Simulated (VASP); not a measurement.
# Te2Mo in VASP: settings compared, part 2 of 2

VASP 6.6.1. Earlier steps stand in the parts before.

### Step 4. Single point, RPBE+D4

This run uses another cell than the first one, of 23.65 Å³/atom.

Input file INCAR:

```
PREC = Accurate
ENCUT = 520
EDIFF = 1E-6
ISMEAR = -1
SIGMA = 0.05
LREAL = False
LASPH = True
NELM = 100
ALGO = Normal
ISIF = 2
LWAVE = False
LCHARG = False
GGA = RP
IVDW = 13
NBANDS = 64
```

Input file KPOINTS:

```
regular mesh
0
Gamma
  3 6 2
```

Input file POSCAR:

```
Te2Mo
1.0
    6.3114892698      0.0000000000     -0.1349218690
    0.0000000000      3.4510799957      0.0000000000
   -0.8618344178      0.0000000000     13.0496566932
Te Mo
8 4
Direct
    0.0493269738      0.5000000000      0.3908197675
    0.9506869489      0.0000000000      0.6091816584
    0.5531922045      0.0000000000      0.3427538476
    0.4468227449      0.5000000000      0.6572477879
    0.1011283244      0.0000000000      0.1580468283
    0.8988582915      0.5000000000      0.8419515982
    0.5925623312      0.5000000000      0.1089622062
    0.4074226619      0.0000000000      0.8910354601
    0.3185094355      0.0000000000      0.5058187442
    0.6815048049      0.5000000000      0.4941826507
    0.1839065186      0.5000000000      0.0079182505
    0.8160777498      0.0000000000      0.9920801904
```

Potentials or basis: VASP PAW PBE potentials, release 64 (Te, Mo_sv).

Started as:

```sh
> cat potpaw_PBE.64/Te/POTCAR potpaw_PBE.64/Mo_sv/POTCAR > POTCAR
> mpirun -np 1 vasp_std > vasp.out
```

OUTCAR:

```text
PREC = Accurate
   ENCUT = 520
   EDIFF = 1E-6
   ISMEAR = -1
   LREAL = False
   LASPH = True
   NELM = 100
   ISIF = 2
   GGA = RP
   IVDW = 13

 ion  position               nearest neighbor table
   1  0.049  0.500  0.391-   9 2.77   9 2.77  10 2.79   2 3.44   2 3.44   5 3.54   5 3.54   3 3.58
                             3 3.58
   2  0.951  0.000  0.609-  10 2.77  10 2.77   9 2.79   1 3.44   1 3.44   6 3.54   6 3.54   4 3.58
                             4 3.58
   3  0.553  0.000  0.343-  10 2.70  10 2.70   9 2.70   7 3.54   7 3.54   5 3.57   1 3.58   1 3.58
[... 15 lines left out ...]
  11  0.184  0.500  0.008-   6 2.70   5 2.70   5 2.70   8 2.77   8 2.77   7 2.79  12 2.89  12 2.89
[... 1295 lines left out ...]
  energy-cutoff  :      520.00
  volume of cell :      283.84
      direct lattice vectors                 reciprocal lattice vectors
     6.311489270  0.000000000 -0.134921869     0.158665215  0.000000000  0.010478677
     0.000000000  3.451079996  0.000000000     0.000000000  0.289764364  0.000000000
    -0.861834418  0.000000000 13.049656693     0.001640458  0.000000000  0.076738709

 POSITION                                       TOTAL-FORCE (eV/Angst)
 -----------------------------------------------------------------------------------
     -0.02550      1.72554      5.09341         0.000933      0.000000      0.000873
      5.47524      0.00000      7.82134        -0.000858      0.000000     -0.000853
      3.19607      0.00000      4.39818        -0.001363      0.000000      0.003371
      2.25368      1.72554      8.51657         0.001243      0.000000     -0.003510
      0.50206      0.00000      2.04881        -0.002905      0.000000     -0.002088
      4.94751      1.72554     10.86590         0.002920      0.000000      0.002158
      3.64604      1.72554      1.34197        -0.000134      0.000000      0.002297
      1.80352      0.00000     11.57274         0.000115      0.000000     -0.002220
      1.57434      0.00000      6.55779        -0.015421      0.000000     -0.004186
      3.87541      1.72554      6.35696         0.015389      0.000000      0.004234
      1.15390      1.72554      0.07852         0.015708      0.000000     -0.001833
      4.29566      0.00000     12.83620        -0.015627      0.000000      0.001757
 -----------------------------------------------------------------------------------
    total drift:                               -0.000053      0.000000     -0.000002

  FREE ENERGIE OF THE ION-ELECTRON SYSTEM (eV)
  ---------------------------------------------------
  free  energy   TOTEN  =       -79.2123356287 eV

  energy  without entropy=      -79.1769342306  energy(sigma->0) =      -79.19463493
```

OSZICAR:

```text
N       E                     dE             d eps       ncg     rms          rms(c)
DAV:   1     0.890883961538E+03    0.89088E+03   -0.53587E+04  2312   0.147E+03
DAV:   2    -0.903991443914E+01   -0.89992E+03   -0.87669E+03  2464   0.356E+02
DAV:   3    -0.659060050022E+02   -0.56866E+02   -0.55117E+02  2480   0.769E+01
[... 14 lines left out ...]
DAV:  18    -0.658692952985E+02    0.42576E-05   -0.54469E-06  2128   0.975E-03    0.782E-02
DAV:  19    -0.658692924661E+02    0.28324E-05   -0.30889E-06  1760   0.871E-03    0.495E-02
DAV:  20    -0.658692906340E+02    0.18321E-05   -0.16567E-06  1384   0.680E-03    0.313E-02
DAV:  21    -0.658692893826E+02    0.12514E-05   -0.21686E-06  1384   0.532E-03    0.128E-02
DAV:  22    -0.658692891787E+02    0.20389E-06   -0.33659E-07  1168   0.197E-03
   1 F= -.79212336E+02 E0= -.79194635E+02  d E =-.354014E-01
```

Wall time 3.6 min (1 thread of Intel Xeon 6975P-C (Granite Rapids), shared host); peak memory 0.46 GiB.

Results:

| Item | Value |
| --- | --- |
| Free energy | -79.2123 eV |
| Pressure | -0.1 GPa |
| Largest force | 0.016 eV/Å |
| Band gap on the k mesh | zero (bands 52 and 53 overlap by 0.35 eV) |
| Dispersion energy per atom | -1.112 eV |

Forces in eV/Å, atoms in the order of the input:
```
Te   0.001  0.000  0.001
Te  -0.001  0.000 -0.001
Te  -0.001  0.000  0.003
Te   0.001  0.000 -0.004
Te  -0.003  0.000 -0.002
Te   0.003  0.000  0.002
Te   0.000  0.000  0.002
Te   0.000  0.000 -0.002
Mo  -0.015  0.000 -0.004
Mo   0.015  0.000  0.004
Mo   0.016  0.000 -0.002
Mo  -0.016  0.000  0.002
```

Levels at points of the mesh, in eV from the Fermi level:
| k point | band 48 | band 49 | band 50 | band 51 | band 52 | band 53 | band 54 | band 55 | band 56 | band 57 |
| --- | --- | --- | --- | --- | --- | --- | --- | --- | --- | --- |
| (0.00, 0.00, 0.00) | -0.52 | -0.32 | -0.28 | 0.13 | 0.35 | 0.51 | 0.67 | 0.74 | 0.93 | 0.96 |
| (0.00, 0.50, 0.00) | -1.88 | -1.62 | -1.62 | -1.43 | -1.43 | 0.89 | 0.89 | 1.16 | 1.16 | 1.21 |
| (0.00, 0.00, 0.50) | -0.70 | -0.14 | -0.12 | 0.14 | 0.32 | 0.38 | 0.51 | 0.79 | 0.90 | 1.39 |
| (0.00, 0.50, 0.50) | -1.90 | -1.65 | -1.65 | -1.47 | -1.47 | 0.83 | 0.83 | 1.18 | 1.18 | 1.24 |

Caveat: the PAW data sets were made with another functional, which shifts forces and pressure a little; spin-orbit coupling is left out, which moves the levels of the heavy elements.

### Step 5. Single point, PBE+D4

This run uses another cell than the first one, of 24.41 Å³/atom.

Input file INCAR:

```
  ALGO = Normal
  EDIFF = 1E-6
  ENCUT = 520
  GGA = PE
  ISIF = 2
  ISMEAR = -1
  IVDW = 13
  LASPH = True
  LCHARG = True
  LELF = True
  LREAL = False
  LVHAR = True
  LWAVE = False
  NBANDS = 64
  NELM = 60
  PREC = Accurate
  SIGMA = 0.05
```

Input file KPOINTS:

```
k-points
0
Gamma
  4 8 2
```

Input file POSCAR:

```
Te2Mo
1.0
    6.3399826139      0.0000000000     -0.0542807132
    0.0000000000      3.4767198666      0.0000000000
   -0.6755295839      0.0000000000     13.2940964254
Te Mo
8 4
Direct
    0.0568485492      0.5000000000      0.3933623244
    0.9430143866      0.0000000000      0.6066142780
    0.5609168824      0.0000000000      0.3455301269
    0.4389586415      0.5000000000      0.6544456861
    0.0936379463      0.0000000000      0.1549198853
    0.9064879518      0.5000000000      0.8451076897
    0.5856366255      0.5000000000      0.1062472643
    0.4144986715      0.0000000000      0.8937716872
    0.3197091228      0.0000000000      0.5063838680
    0.6801542982      0.5000000000      0.4935910190
    0.1822118414      0.5000000000      0.0076470465
    0.8179240727      0.0000000000      0.9923781146
```

Potentials or basis: VASP PAW PBE potentials, release 64 (Te, Mo_sv).

Started as:

```sh
> cat potpaw_PBE.64/Te/POTCAR potpaw_PBE.64/Mo_sv/POTCAR > POTCAR
> mpirun -np 1 vasp_std > vasp.out
```

OUTCAR:

```text
EDIFF = 1E-6
   ENCUT = 520
   GGA = PE
   ISIF = 2
   ISMEAR = -1
   IVDW = 13
   LASPH = True
   LREAL = False
   NELM = 60
   PREC = Accurate

 ion  position               nearest neighbor table
   1  0.057  0.500  0.393-   9 2.79   9 2.79  10 2.80   2 3.44   2 3.44   3 3.62   3 3.62   5 3.64
                             5 3.64
   2  0.943  0.000  0.607-  10 2.79  10 2.79   9 2.80   1 3.44   1 3.44   4 3.62   4 3.62   6 3.64
                             6 3.64
   3  0.561  0.000  0.346-  10 2.70  10 2.70   9 2.70   1 3.62   1 3.62   7 3.64   7 3.64
   4  0.439  0.500  0.654-   9 2.70   9 2.70  10 2.70   2 3.62   2 3.62   8 3.64   8 3.64
   5  0.094  0.000  0.155-  12 2.70  11 2.70  11 2.70   1 3.64   1 3.64   7 3.66   7 3.66   7 3.68
                             7 3.68
   6  0.906  0.500  0.845-  11 2.70  12 2.70  12 2.70   2 3.64   2 3.64   8 3.66   8 3.66   8 3.68
                             8 3.68
   7  0.586  0.500  0.106-  12 2.78  12 2.78  11 2.80   8 3.44   8 3.44   3 3.64   3 3.64   5 3.66
                             5 3.66   5 3.68   5 3.68
   8  0.414  0.000  0.894-  11 2.78  11 2.78  12 2.80   7 3.44   7 3.44   4 3.64   4 3.64   6 3.66
[... 1833 lines left out ...]

  DFT-D4 for vdW energy calculation

  Edisp (eV):   -6.85397

  FORCE on cell =-STRESS in cart. coord.  units (eV):
  Direction    XX          YY          ZZ          XY          YZ          ZX
  --------------------------------------------------------------------------------------
  -------------------------------------------------------------------------------------
  Total      -0.02835    -0.07169    -0.08265     0.00000     0.00000    -0.01735
  in kB      -0.15505    -0.39214    -0.45208     0.00000     0.00000    -0.09489
  external pressure =       -0.33 kB  Pullay stress =        0.00 kB

 VOLUME and BASIS-vectors are now :
 -----------------------------------------------------------------------------
  energy-cutoff  :      520.00
  volume of cell :      292.91
      direct lattice vectors                 reciprocal lattice vectors
     6.339982614  0.000000000 -0.054280713     0.157797790  0.000000000  0.008018377
     0.000000000  3.476719867  0.000000000     0.000000000  0.287627430  0.000000000
    -0.675529584  0.000000000 13.294096425     0.000644299  0.000000000  0.075254099

 POSITION                                       TOTAL-FORCE (eV/Angst)
 -----------------------------------------------------------------------------------
      0.09469      1.73836      5.22631         0.002823      0.000000     -0.005012
      5.56891      0.00000      8.01320        -0.002740      0.000000      0.005132
      3.32279      0.00000      4.56306        -0.002927      0.000000     -0.008740
      2.34089      1.73836      8.67644         0.002823      0.000000      0.009117
      0.48901      0.00000      2.05444        -0.004593      0.000000      0.011189
      5.17622      1.73836     11.18574         0.004551      0.000000     -0.012092
      3.64115      1.73836      1.38067        -0.001443      0.000000      0.009361
      2.02415      0.00000     11.85939         0.001253      0.000000     -0.009287
      1.68487      0.00000      6.71456        -0.012918      0.000000     -0.005862
      3.97873      1.73836      6.52493         0.013035      0.000000      0.005947
      1.15005      1.73836      0.09177         0.010009      0.000000     -0.003646
      4.51524      0.00000     13.14837        -0.009870      0.000000      0.003893
 -----------------------------------------------------------------------------------
    total drift:                                0.000008     -0.000000      0.000003

  FREE ENERGIE OF THE ION-ELECTRON SYSTEM (eV)
  ---------------------------------------------------
  free  energy   TOTEN  =       -78.5082127103 eV

  energy  without entropy=      -78.4737384483  energy(sigma->0) =      -78.49097558
```

OSZICAR:

```text
N       E                     dE             d eps       ncg     rms          rms(c)
DAV:   1     0.870744576374E+03    0.87074E+03   -0.53522E+04  4384   0.146E+03
DAV:   2    -0.155530508065E+02   -0.88630E+03   -0.86222E+03  4712   0.348E+02
DAV:   3    -0.720171866606E+02   -0.56464E+02   -0.54800E+02  4688   0.755E+01
[... 12 lines left out ...]
DAV:  16    -0.716542630749E+02    0.25041E-04   -0.66457E-05  4992   0.477E-02    0.154E-01
DAV:  17    -0.716542590703E+02    0.40046E-05   -0.81267E-06  4336   0.109E-02    0.118E-01
DAV:  18    -0.716542540160E+02    0.50543E-05   -0.40721E-06  3592   0.782E-03    0.815E-02
DAV:  19    -0.716542476871E+02    0.63289E-05   -0.88238E-06  4728   0.121E-02    0.305E-02
DAV:  20    -0.716542467434E+02    0.94372E-06   -0.10658E-06  2384   0.619E-03
   1 F= -.78508213E+02 E0= -.78490976E+02  d E =-.344743E-01
```

It took 6.2 min on 1 thread of Intel Xeon 6975P-C (Granite Rapids), shared host; peak memory 0.62 GiB.

Results:

* Free energy: -78.5082 eV
* Pressure: 0.0 GPa
* Largest force: 0.014 eV/Å
* Band gap on the k mesh: zero (bands 52 and 53 overlap by 0.50 eV)
* Dispersion energy per atom: -0.571 eV

Forces in eV/Å, atoms in the order of the input:
```
Te   0.003  0.000 -0.005
Te  -0.003  0.000  0.005
Te  -0.003  0.000 -0.009
Te   0.003  0.000  0.009
Te  -0.005  0.000  0.011
Te   0.005  0.000 -0.012
Te  -0.001  0.000  0.009
Te   0.001  0.000 -0.009
Mo  -0.013  0.000 -0.006
Mo   0.013  0.000  0.006
Mo   0.010  0.000 -0.004
Mo  -0.010  0.000  0.004
```

Caveat: spin-orbit coupling is left out, which moves the levels of the heavy elements.

### Step 6. Single point, PBE

This run uses another cell than the first one, of 25.27 Å³/atom.

Changes to INCAR since step 5:

```diff
@@ -6,8 +6,5 @@
   ISMEAR = -1
-  IVDW = 13
   LASPH = True
-  LCHARG = True
-  LELF = True
+  LCHARG = False
   LREAL = False
-  LVHAR = True
   LWAVE = False
```

Input file KPOINTS:

```
k-points
0
Gamma
  3 6 2
```

Input file POSCAR:

```
Te2Mo
1.0
    6.3456783893      0.0000000000     -0.0816240011
    0.0000000000      3.4779740177      0.0000000000
   -0.7400291664      0.0000000000     13.7481769408
Te Mo
8 4
Direct
    0.0553115466      0.5000000000      0.3951935245
    0.9446622649      0.0000000000      0.6048005619
    0.5590049884      0.0000000000      0.3499329166
    0.4409709842      0.5000000000      0.6500606556
    0.0982089373      0.0000000000      0.1504064350
    0.9018152125      0.5000000000      0.8495997784
    0.5875889124      0.5000000000      0.1044959834
    0.4124361861      0.0000000000      0.8955094269
    0.3205396758      0.0000000000      0.5064815873
    0.6794345436      0.5000000000      0.4935116538
    0.1813723905      0.5000000000      0.0072605674
    0.8186533477      0.0000000000      0.9927458993
```

Potentials or basis: VASP PAW PBE potentials, release 64 (Te, Mo_sv).

Started as:

```sh
> cat potpaw_PBE.64/Te/POTCAR potpaw_PBE.64/Mo_sv/POTCAR > POTCAR
> mpirun -np 1 vasp_std > vasp.out
```

OUTCAR:

```text
EDIFF = 1E-6
   ENCUT = 520
   GGA = PE
   ISIF = 2
   ISMEAR = -1
   LASPH = True
   LREAL = False
   NELM = 60
   PREC = Accurate

 ion  position               nearest neighbor table
   1  0.055  0.500  0.395-   9 2.80   9 2.80  10 2.82   2 3.48   2 3.48   3 3.62   3 3.62
   2  0.945  0.000  0.605-  10 2.80  10 2.80   9 2.82   1 3.48   1 3.48   4 3.62   4 3.62
   3  0.559  0.000  0.350-  10 2.70  10 2.70   9 2.71   1 3.62   1 3.62
   4  0.441  0.500  0.650-   9 2.70   9 2.70  10 2.71   2 3.62   2 3.62
[... 1297 lines left out ...]

 VOLUME and BASIS-vectors are now :
 -----------------------------------------------------------------------------
  energy-cutoff  :      520.00
  volume of cell :      303.21
      direct lattice vectors                 reciprocal lattice vectors
     6.345678389  0.000000000 -0.081624001     0.157696750  0.000000000  0.008488412
     0.000000000  3.477974018  0.000000000     0.000000000  0.287523712  0.000000000
    -0.740029166  0.000000000 13.748176941     0.000936258  0.000000000  0.072787313

 POSITION                                       TOTAL-FORCE (eV/Angst)
 -----------------------------------------------------------------------------------
      0.05853      1.73899      5.42868         0.001305      0.000000     -0.010153
      5.54695      0.00000      8.23780        -0.001330      0.000000      0.010163
      3.28831      0.00000      4.76531        -0.003054      0.000000     -0.008874
      2.31720      1.73899      8.90116         0.003064      0.000000      0.008919
      0.51190      0.00000      2.05980        -0.003269      0.000000      0.010120
      5.09390      1.73899     11.60684         0.003267      0.000000     -0.010151
      3.65132      1.73899      1.38867         0.002028      0.000000      0.010987
      1.95448      0.00000     12.27796        -0.002029      0.000000     -0.011020
      1.65923      0.00000      6.93703        -0.011173      0.000000     -0.006878
      3.94626      1.73899      6.72943         0.011206      0.000000      0.006889
      1.14556      1.73899      0.08502         0.010577      0.000000     -0.004623
      4.46025      0.00000     13.58162        -0.010591      0.000000      0.004621
 -----------------------------------------------------------------------------------
    total drift:                                0.000060     -0.000000      0.000001

  FREE ENERGIE OF THE ION-ELECTRON SYSTEM (eV)
  ---------------------------------------------------
  free  energy   TOTEN  =       -71.8286475178 eV

  energy  without entropy=      -71.7942533013  energy(sigma->0) =      -71.81145041
```

stdout:

```text
POSCAR found type information on POSCAR TeMo
 POSCAR found :  2 types and      12 ions
 scaLAPACK will be used
 LDA part: xc-table for (Slater+PW92), standard interpolation
 POSCAR, INCAR and KPOINTS ok, starting setup
 FFT: planning ... GRIDC
 FFT: planning ... GRID_SOFT
 FFT: planning ... GRID
 WAVECAR not read
 entering main loop
```

Wall time 7.8 min (1 thread of Intel Xeon Platinum 8259CL at 2.50GHz (Skylake/Cascade Lake), shared host); peak memory 0.51 GiB.

What came out:

- Free energy: -71.8286 eV
- Pressure: 2.0 GPa
- Largest force: 0.013 eV/Å
- Band gap on the k mesh: zero (bands 52 and 53 overlap by 0.21 eV)

Forces on the atoms (eV/Å):
```
Te   0.001  0.000 -0.010
Te  -0.001  0.000  0.010
Te  -0.003  0.000 -0.009
Te   0.003  0.000  0.009
Te  -0.003  0.000  0.010
Te   0.003  0.000 -0.010
Te   0.002  0.000  0.011
Te  -0.002  0.000 -0.011
Mo  -0.011  0.000 -0.007
Mo   0.011  0.000  0.007
Mo   0.011  0.000 -0.005
Mo  -0.011  0.000  0.005
```

Caveat: spin-orbit coupling is left out, which moves the levels of the heavy elements.

### Step 7. Overview

```tsv
level	potentials or basis	cell	k mesh	gap on the mesh (eV)	pressure (GPa)	largest force (eV/Å)
LDA	VASP PAW LDA potentials, release 64 (Te, Mo_sv)	a = 6.297, b = 3.444, c = 13.312 Å, angles 90.0, 93.0, 90.0°, 12 atoms, atomic positions A	4 × 8 × 2	none	0.3	0.05
RPBE	VASP PAW PBE potentials, release 64 (Te, Mo_sv)	a = 6.418, b = 3.499, c = 18.679 Å, angles 90.0, 91.3, 90.0°, 12 atoms, atomic positions B	3 × 6 × 2	none	0.0	0.01
RPBE+D4	VASP PAW PBE potentials, release 64 (Te, Mo_sv)	a = 6.313, b = 3.451, c = 13.078 Å, angles 90.0, 95.0, 90.0°, 12 atoms, atomic positions C	3 × 6 × 2	none	-0.1	0.02
PBE+D4	VASP PAW PBE potentials, release 64 (Te, Mo_sv)	a = 6.340, b = 3.477, c = 13.311 Å, angles 90.0, 93.4, 90.0°, 12 atoms, atomic positions D	4 × 8 × 2	none	0.0	0.01
PBE	VASP PAW PBE potentials, release 64 (Te, Mo_sv)	a = 6.346, b = 3.478, c = 13.768 Å, angles 90.0, 93.8, 90.0°, 12 atoms, atomic positions E	3 × 6 × 2	none	2.0	0.01
```

Alike in all rows: task single point; no spin polarisation; cutoff (eV) 520; smearing fermi-dirac 0.05 eV.

Caveats: spin-orbit coupling is left out, which moves the levels of the heavy elements; the PAW data sets were made with another functional, which shifts forces and pressure a little (at least some runs); this functional lacks dispersion, which binds the layers, so the pressure and a relaxed spacing across them are unreliable (at least some runs).

Total energies depend on the potentials used, so only differences within one code and one set of settings carry meaning.
